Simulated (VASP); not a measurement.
Input of a VASP 6.6.1 run:

INCAR

```
SYSTEM = TiB2
ALGO = Normal
EDIFF = 1E-7
ENCUT = 520
GGA = PS
ISIF = 2
ISMEAR = 0
LASPH = .TRUE.
LCHARG = .FALSE.
LREAL = .FALSE.
LWAVE = .FALSE.
NBANDS = 16
NELM = 100
PREC = Accurate
SIGMA = 0.1
```

Contents of KPOINTS:

```
k-points
0
G
  15 15 14
  0 0 0
```

File POSCAR:

```
TiB2
1.0
    3.0175895913      0.0000000000      0.0000000000
   -1.5087947957      2.6133092443      0.0000000000
    0.0000000000      0.0000000000      3.1847627081
Ti B
1 2
Direct
    0.0000000000      0.0000000000      0.0000000000
    0.3333333333      0.6666666667      0.5000000000
    0.6666666667      0.3333333333      0.5000000000
```

Potentials or basis: VASP PAW PBE potentials, release 64 (Ti_sv, B).

Command:

```sh
$ cat potpaw_PBE.64/Ti_sv/POTCAR potpaw_PBE.64/B/POTCAR > POTCAR
$ mpirun -np 1 vasp_std > vasp.out
```

Problem. What does it give for the pressure?

Solution. 0.3 GPa.

Problem. What does it give for the band gap on the k mesh?

Solution. Zero (band 9 reaches 10.51 eV, above the bottom of band 10 at 9.89 eV).

Stress tensor (GPa, compression positive):
```
0.38 0.00 0.00
0.00 0.38 0.00
0.00 0.00 0.25
```

Caveat: the PAW data sets were made with another functional, which shifts forces and pressure a little.
